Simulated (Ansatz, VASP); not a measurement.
## Two plane-wave programs on Be2C

```
Be C
1.0
     0.00000    2.13415    2.13415
     2.13415    0.00000    2.13415
     2.13415    2.13415    0.00000
Be C
2 1
Direct
  0.25000 0.25000 0.25000
  0.75000 0.75000 0.75000
  0.00000 0.00000 0.00000
```

Alike in both runs: task single point; functional LDA; k mesh 10 × 10 × 10; no spin polarisation.

|  | VASP | Ansatz |
| --- | --- | --- |
| version | VASP 6.6.1 | Ansatz 0.2.0 |
| potentials or method | VASP PAW LDA potentials, release 64 (Be, C) | PAW with Ansatz's default frozen-core files, scalar-relativistic |
| plane-wave cutoff (eV) | 600 | 420 |
| occupations | gaussian, width 0.01 eV | fixed |
| valence electrons in the cell | 8 | 8 |

```tsv
	VASP	Ansatz	Ansatz less VASP
gap on the k mesh at the Fermi level (eV)	1.20	1.20	+0.006
pressure (GPa)	0.5	0.0	-0.48
```

LDA's correlation is that of Perdew and Zunger in VASP and of Perdew and Wang (1992) in Ansatz.
